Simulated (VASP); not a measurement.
A run of VASP 6.6.1 is set up as follows.

INCAR

```
SYSTEM = CdSe
PREC     = Accurate       ! precision mode
ENCUT    = 520            ! plane-wave cutoff, eV
EDIFF    = 1E-6           ! SCF threshold, eV
ISMEAR   = 0              ! smearing method
SIGMA    = 0.1            ! smearing width, eV
LREAL    = .FALSE.        ! projectors in reciprocal space
LASPH    = .TRUE.         ! aspherical terms in the spheres
NELM     = 100            ! most SCF steps
ALGO     = Normal         ! electronic algorithm
ISIF     = 2              ! what is computed and relaxed
LWAVE    = .FALSE.        ! write WAVECAR
LCHARG   = .TRUE.         ! write CHGCAR
GGA      = PE             ! functional
IVDW     = 12             ! dispersion correction
LELF     = .TRUE.         ! ELF
LVHAR    = .TRUE.       
NBANDS   = 16             ! bands
NELECT   = 17.9
```

Contents of KPOINTS:

```
Automatic mesh
0
G
  4 4 4
  0 0 0
```

POSCAR

```
CdSe
1.0
    0.0000000000      2.8739580000      2.8739580000
    2.8739580000      0.0000000000      2.8739580000
    2.8739580000      2.8739580000      0.0000000000
Cd Se
1 1
Direct
    0.0000000000      0.0000000000      0.0000000000
    0.5000000000      0.5000000000      0.5000000000
```

Potentials or basis: VASP PAW PBE potentials, release 64 (Cd, Se).

Launch:

```console
$ cat potpaw_PBE.64/Cd/POTCAR potpaw_PBE.64/Se/POTCAR > POTCAR
$ mpirun -np 1 vasp_std > vasp.out
```

Question: Predict the dispersion energy per atom.

Answer: -0.388 eV.

Caveat: the k points lie up to 0.47 Å⁻¹ apart; the cell carries a net charge on a neutralising background, which shifts energy and pressure.
